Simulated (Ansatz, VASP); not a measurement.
# Two plane-wave programs on HfSeS4

```
CELL_PARAMETERS angstrom
0.00000 3.71630 3.71630
3.71630 0.00000 3.71630
3.71630 3.71630 0.00000
ATOMIC_POSITIONS crystal
Hf 0.75000 0.75000 0.75000
Se 0.00000 0.00000 0.00000
S 0.37679 0.37679 0.86963
S 0.86963 0.37679 0.37679
S 0.37679 0.37679 0.37679
S 0.37679 0.86963 0.37679
```

Change from the starting cell: species swapped into the HoInCo4 type (F-43m, No. 216).

Alike in both runs: task relaxation of cell and atoms; functional PBE; k mesh 10 × 10 × 10; occupations gaussian, width 0.1 eV; no spin polarisation.

|  | VASP | Ansatz |
| --- | --- | --- |
| version | VASP 6.6.1 | Ansatz 0.2.0 |
| potentials or method | VASP PAW PBE potentials, release 64 (Hf_pv, Se, S), cutoff 600 eV | scalar-relativistic, plane waves, PAW |
| valence electrons in the cell | 40 | 66 |

|  | VASP | Ansatz | Ansatz less VASP |
| --- | --- | --- | --- |
| gap on the k mesh at the Fermi level, each at its own relaxed structure (eV) | none | none | - |
| relaxed volume (Å³/atom) | 16.96 | 17.05 | +0.084 |
| relaxed cell length with the largest relative difference (Å) | 5.241 | 5.249 | +0.0086 |

A gap of «none» marks a metal or a gap that the smearing closes. VASP's potentials hold 40 valence electrons a cell and Ansatz's 66, so a difference there can come from the potentials and not from the codes.

Spin-orbit coupling is off throughout.
